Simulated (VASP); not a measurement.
Set up this calculation in VASP 6.6.1, as the native input.

```yaml
Task: single point
Functional: PBE
Potentials_or_basis: VASP PAW PBE potentials, release 64 (Mn_pv, Sb)
Cutoff: 500 eV
k_mesh: 4 × 4 × 4
Occupations: tetrahedron
Spin: collinear spin, ferrimagnetic start
Starting_moments: "[4.18, -0.12] μB"
Dipole_correction: no
Further_INCAR_settings: ALGO = Normal; EDIFF = 1e-06; NBANDS = 20
```

The structure of MnSb lies in POSCAR:

```
MnSb
1.0
    0.0000000000      2.7950160000      2.7950160000
    2.7950160000      0.0000000000      2.7950160000
    2.7950160000      2.7950160000      0.0000000000
Mn Sb
1 1
Direct
    0.0000000000      0.0000000000      0.0000000000
    0.5000000000      0.5000000000      0.5000000000
```

The input as run:

INCAR

```
SYSTEM = MnSb
ALGO = Normal
EDIFF = 1E-6
ENCUT = 500
GGA = PE
GGA_COMPAT = .False.
ISIF = 2
ISMEAR = -4
ISPIN = 2
LASPH = .True.
LCHARG = .True.
LELF = .True.
LMAXMIX = 4
LORBIT = 11
LREAL = .False.
LVHAR = .True.
LWAVE = .False.
MAGMOM = 4.18 -0.12
NBANDS = 20
NELM = 200
PREC = Accurate
SIGMA = 0.1
```

KPOINTS

```
k-points
0
Gamma
  4 4 4
  0 0 0
```

Potentials or basis: VASP PAW PBE potentials, release 64 (Mn_pv, Sb).

Launch:

```sh
$ cat potpaw_PBE.64/Mn_pv/POTCAR potpaw_PBE.64/Sb/POTCAR > POTCAR
$ mpirun -np 1 vasp_std > vasp.out
```

Results of the run:

```yaml
Pressure: -0.1 GPa
Net_moment: 3.81 μB per cell
Site_moments: Mn +3.68; Sb -0.08 μB
Valence_electrons_inside_the_program's_atomic_spheres: Mn 11.46; Sb 2.48
```

Caveat: the k points lie up to 0.49 Å⁻¹ apart; a cell with one magnetic atom can't hold antiferromagnetic order, which such compounds often take.

Run time: 33 s on 1 thread of Intel(R) Xeon(R) Platinum 8259CL CPU @ 2.50GHz (Skylake/Cascade Lake), on a shared host, peak memory 0.18 GiB.
